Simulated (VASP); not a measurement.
Na: single point with revPBE

Na:

```
CELL_PARAMETERS angstrom
0.00000 2.58815 2.58815
2.58815 0.00000 2.58815
2.58815 2.58815 0.00000
ATOMIC_POSITIONS crystal
Na 0.00000 0.00000 0.00000
```

This cell differs from its parent crystal: volume scaled by 0.88.

```json
{
 "Program": "VASP 6.6.1",
 "Task": "single point",
 "Functional": "revPBE",
 "Potentials or basis": "VASP PAW PBE potentials, release 64 (Na_pv)",
 "Cutoff": "520 eV",
 "k mesh": "17 × 17 × 17",
 "Occupations": "fermi-dirac, width 0.1 eV",
 "Spin": "no spin polarisation"
}
```

```yaml
Pressure: 1.2 GPa
```

Levels at points of the mesh, in eV from the Fermi level:
```tsv
k point	band 1	band 2	band 3	band 4	band 5	band 6	band 7	band 8
(0.00, 0.00, 0.00)	-24.86	-24.86	-24.86	-3.42	11.53	11.53	11.53	12.58
```

Wall time 13 s on 1 thread of Intel(R) Xeon(R) 6975P-C (Granite Rapids), with other jobs on the host, peak memory 0.17 GiB.

Caveat: the PAW data sets were made with another functional, which shifts forces and pressure a little.
